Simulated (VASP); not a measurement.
A run of VASP 6.6.1 is set up as follows.

File INCAR:

```
SYSTEM = H3CCl
  ALGO = Normal
  EDIFF = 1E-6
  EDIFFG = -0.3
  ENCUT = 520
  GGA = PE
  IBRION = 2
  ISIF = 2
  ISMEAR = -1
  IVDW = 12
  LASPH = .True.
  LCHARG = .False.
  LREAL = Auto
  LWAVE = .False.
  NELM = 80
  NSW = 35
  PREC = Accurate
  SIGMA = 0.05
```

The input KPOINTS:

```
k-points
0
Gamma
  1 1 1
  0 0 0
```

Contents of POSCAR:

```
H3CCl
1.0
    8.2031320000      0.0000000000      0.0000000000
    0.0000000000      8.2031320000      0.0000000000
    0.0000000000      0.0000000000      8.2031320000
C Cl H
6 6 18
Direct
    0.0624726000      0.5402610000      0.3728672000
    0.7306480000      0.7483903000      0.4076134000
    0.4920912000      0.0930856000      0.7091345000
    0.4552373000      0.6907920000      0.9089236000
    0.7431745000      0.3029992000      0.2020871000
    0.9607494000      0.1084986000      0.7498817000
    0.0633001000      0.5409096000      0.5895307000
    0.8396906000      0.9245754000      0.3442676000
    0.4888349000      0.0848660000      0.9256200000
    0.4307566000      0.4977691000      0.8135977000
    0.6086230000      0.2381006000      0.3590209000
    1.0657096000     -0.0480837000      0.8566970000
    0.0670107000      0.6655221000      0.3294554000
    0.1685477000      0.4733637000      0.3296428000
   -0.0486333000      0.4815109000      0.3304479000
    0.8077054000      0.6417408000      0.3907736000
    0.6985058000      0.7614137000      0.5356477000
    0.6207815000      0.7370716000      0.3341508000
    0.4891595000      0.2200570000      0.6708563000
    0.6031380000      0.0350830000      0.6655476000
    0.3859157000      0.0290130000      0.6620497000
    0.3492114000      0.7150240000      0.9848634000
    0.5648975000      0.6883341000      0.9835166000
    0.4661850000      0.7839921000      0.8151717000
    0.8602098000      0.2426457000      0.2180789000
    0.6910200000      0.2704908000      0.0845344000
    0.7584395000      0.4345179000      0.2101702000
    1.0465301000      0.2051836000      0.7200623000
    0.9092155000      0.0576563000      0.6387294000
    0.8639829000      0.1559241000      0.8272288000
```

Potentials or basis: VASP PAW PBE potentials, release 64 (C, Cl, H).

The run is started by

```console
$ cat potpaw_PBE.64/C/POTCAR potpaw_PBE.64/Cl/POTCAR potpaw_PBE.64/H/POTCAR > POTCAR
$ mpirun -np 1 vasp_gam > vasp.out
```

(1) Estimate the energy gained by relaxing.

(2) Predict the dispersion energy per atom.

## Answers

(1) 2.2 meV/atom.

(2) -0.044 eV.

Caveat: the k points lie up to 0.77 Å⁻¹ apart.
